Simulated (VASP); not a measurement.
Set up this calculation in VASP 6.6.1, as the native input.

- Task: single point
- Functional: PBEsol
- Potentials or basis: VASP PAW PBE potentials, release 64 (Pd)
- Cutoff: 520 eV
- k mesh: 18 × 18 × 18
- Occupations: gaussian, width 0.1 eV
- Spin: no spin polarisation
- Dipole correction: no
- Further INCAR settings: ALGO = Normal; EDIFF = 1e-06; NBANDS = 11

The structure of Pd lies in POSCAR:

```
Pd
1.0
    0.0000000000      1.9374203089      1.9374203089
    1.9374203089      0.0000000000      1.9374203089
    1.9374203089      1.9374203089      0.0000000000
Pd
1
Direct
    0.0000000000      0.0000000000      0.0000000000
```

The input as run:

INCAR

```
ALGO     = Normal         # electronic algorithm
EDIFF    = 1E-6           # SCF threshold, eV
ENCUT    = 520            # plane-wave cutoff, eV
GGA      = PS             # functional
ISIF     = 2              # what is computed and relaxed
ISMEAR   = 0              # smearing method
LASPH    = True           # aspherical terms in the spheres
LCHARG   = False          # write CHGCAR
LREAL    = False          # projectors in reciprocal space
LWAVE    = False          # write WAVECAR
NBANDS   = 11             # bands
NELM     = 100            # most SCF steps
PREC     = Accurate       # precision mode
SIGMA    = 0.1            # smearing width, eV
```

KPOINTS

```
k-points
0
Gamma
  18 18 18
```

Potentials or basis: VASP PAW PBE potentials, release 64 (Pd).

The run is started by

```bash
$ cat potpaw_PBE.64/Pd/POTCAR > POTCAR
$ mpirun -np 1 vasp_std > vasp.out
```

It gave:

```
Pressure               : -0.3 GPa
Band gap on the k mesh : zero (bands 5 and 6 overlap by 1.62 eV)
```

Caveat: the PAW data sets were made with another functional, which shifts forces and pressure a little.

Wall time 27 s on 1 thread of Intel Xeon 8259CL, on a shared host, peak memory 0.15 GiB.
